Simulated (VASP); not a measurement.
Set up this calculation in VASP 6.6.1, as the native input.

- Task: single point
- Functional: PBE
- Potentials or basis: VASP PAW PBE potentials, release 64 (Ti_sv, B)
- Cutoff: 500 eV
- k mesh: 6 × 6 × 6
- Occupations: gaussian, width 0.1 eV
- Spin: no spin polarisation
- Dipole correction: no
- Further INCAR settings: ALGO = Normal; EDIFF = 1e-06; NBANDS = 16

The structure of TiB2 lies in POSCAR:

```
TiB2
1.0
    3.0292000700      0.0000000000      0.0000000000
   -1.5146000400      2.6233642200      0.0000000000
    0.0000000000      0.0000000000      3.2283999900
Ti B
1 2
Direct
    0.0000000000      0.0000000000      0.0000000000
    0.3333333300      0.6666666700      0.5000000000
    0.6666666700      0.3333333300      0.5000000000
```

The input as run:

INCAR

```
  ALGO = Normal
  EDIFF = 1E-6
  ENCUT = 500
  GGA = PE
  GGA_COMPAT = False
  ISIF = 2
  ISMEAR = 0
  LASPH = True
  LCHARG = False
  LREAL = False
  LWAVE = False
  NBANDS = 16
  NELM = 120
  PREC = Accurate
  SIGMA = 0.1
```

KPOINTS

```
k-points
0
Gamma
  6 6 6
```

Potentials or basis: VASP PAW PBE potentials, release 64 (Ti_sv, B).

Run with:

```sh
$ cat potpaw_PBE.64/Ti_sv/POTCAR potpaw_PBE.64/B/POTCAR > POTCAR
$ mpirun -np 1 vasp_std > vasp.out
```

It gave:

The pressure is 0.7 GPa and the band gap on the k mesh is zero (band 9 reaches 10.18 eV, above the bottom of band 10 at 9.79 eV).

Caveat: the k points lie up to 0.40 Å⁻¹ apart.

Wall time 4.6 s on 1 thread of Intel(R) Xeon(R) 6975P-C (Granite Rapids), on a shared host, peak memory 0.14 GiB.
